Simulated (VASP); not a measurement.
A run of VASP 6.6.1:

INCAR

```
SYSTEM = AlP
  PREC = Accurate
  ENCUT = 400
  EDIFF = 1E-8
  ISMEAR = -1
  SIGMA = 0.03
  LREAL = .False.
  LASPH = .True.
  NELM = 120
  ALGO = Normal
  ISIF = 2
  LWAVE = .False.
  LCHARG = .False.
  GGA = PE
  LEFG = .True.
  NBANDS = 11
  GGA_COMPAT = .False.
```

KPOINTS

```
regular mesh
0
Gamma
  12 12 12
  0 0 0
```

POSCAR

```
AlP
1.0
    0.0000000000      2.7701882705      2.7701882705
    2.7701882705      0.0000000000      2.7701882705
    2.7701882705      2.7701882705      0.0000000000
Al P
1 1
Direct
    0.0000000000      0.0000000000      0.0000000000
    0.7500000000      0.7500000000      0.7500000000
```

Potentials or basis: VASP PAW PBE potentials, release 64 (Al, P).

The run is started by

```console
$ cat potpaw_PBE.64/Al/POTCAR potpaw_PBE.64/P/POTCAR > POTCAR
$ mpirun -np 1 vasp_std > vasp.out
```

Hardware: 1 thread of Intel(R) Xeon(R) 6975P-C (Granite Rapids), with other jobs on the host.

Estimate the wall time of this run.

Wall time 16 s on 1 thread of Intel(R) Xeon(R) 6975P-C (Granite Rapids) (shared host), peak memory 0.16 GiB. Counts: scf iterations 16, k points 72.
